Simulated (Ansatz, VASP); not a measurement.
Given: the input of a run of VASP 6.6.1 on BP.

The input POSCAR:

```
BP
1.0
    0.0000000000      2.2840269280      2.2840269280
    2.2840269280      0.0000000000      2.2840269280
    2.2840269280      2.2840269280      0.0000000000
P B
1 1
Direct
    0.7500000000      0.7500000000      0.7500000000
    0.0000000000      0.0000000000      0.0000000000
```

INCAR.step1

```
SYSTEM = BP
PREC     = Accurate       ! precision mode
ENCUT    = 520            ! plane-wave cutoff, eV
EDIFF    = 1E-5           ! SCF threshold, eV
ISMEAR   = -1             ! smearing method
SIGMA    = 0.05           ! smearing width, eV
LREAL    = .FALSE.        ! projectors in reciprocal space
LASPH    = .TRUE.         ! aspherical terms in the spheres
NELM     = 60             ! most SCF steps
ALGO     = Normal         ! electronic algorithm
ISIF     = 2              ! what is computed and relaxed
LWAVE    = .TRUE.         ! write WAVECAR
GGA      = PE             ! functional
NBANDS   = 11             ! bands
```

INCAR.step2

```
SYSTEM = BP
PREC     = Accurate       ! precision mode
ENCUT    = 520            ! plane-wave cutoff, eV
EDIFF    = 1E-6           ! SCF threshold, eV
ISMEAR   = -1             ! smearing method
SIGMA    = 0.05           ! smearing width, eV
LREAL    = .FALSE.        ! projectors in reciprocal space
LASPH    = .TRUE.         ! aspherical terms in the spheres
NELM     = 60             ! most SCF steps
ALGO     = Normal         ! electronic algorithm
ISIF     = 2              ! what is computed and relaxed
LWAVE    = .FALSE.        ! write WAVECAR
LCHARG   = .TRUE.         ! write CHGCAR
GGA      = PE             ! functional
LHFCALC  = .TRUE.         ! exact exchange
AEXX     = 0.25           ! exact-exchange fraction
PRECFOCK = Normal       
LELF     = .TRUE.         ! ELF
LVHAR    = .TRUE.       
ISTART   = 1            
NBANDS   = 11             ! bands
```

KPOINTS

```
regular mesh
0
G
  5 5 5
  0 0 0
```

Potentials or basis: VASP PAW PBE potentials, release 64 (P, B).

Launch:

```sh
$ cat potpaw_PBE.64/P/POTCAR potpaw_PBE.64/B/POTCAR > POTCAR
$ cp INCAR.step1 INCAR
$ mpirun -np 1 vasp_std > vasp.out
$ cp INCAR.step2 INCAR
$ mpirun -np 1 vasp_std > vasp.out
```

Translate it to Ansatz 0.2.0. Potentials there: Ansatz PAW.

As run (the cutoff follows the program's own potentials):

Contents of input.yaml:

```yaml
crystal:
  lattice:
    - [0.0, 2.284026928, 2.284026928]
    - [2.284026928, 0.0, 2.284026928]
    - [2.284026928, 2.284026928, 0.0]
  atoms:
    - { symbol: P, position: [0.75, 0.75, 0.75] }
    - { symbol: B, position: [0.0, 0.0, 0.0] }
hamiltonian:
  xc: pbe0
  pseudopotentials: { kind: paw }
kpoints:
  mp_grid: { grid: [5, 5, 5] }
scf:
  occupations: { method: fermi_dirac, width: 0.05 }
output:
  forces: true
  stress: true
  eigenvalues: true
```

Potentials or basis: Ansatz PAW.

Launch:

```bash
$ ansatz run input.yaml --threads 2 --pin off --max-ram 5632MiB --backend cpu --events-out ev --progress --plain --runs-dir out
```

Both were run:

|  | VASP | Ansatz | Ansatz less VASP |
| --- | --- | --- | --- |
| gap on the k mesh at the Fermi level (eV) | 2.75 | 2.71 | -0.035 |
| least direct gap on the mesh (eV) | 5.05 | 5.01 | -0.038 |
| pressure (GPa) | -5.2 | -4.6 | +0.60 |

The functional is the same, so the differences come from potentials, cutoffs and numerics.

The k mesh is coarse, so the values compare programs but aren't converged. Noted on Ansatz's run: odd divisions of the mesh miss points on the zone boundary, where band edges often lie, so the gap on the mesh can be too wide.
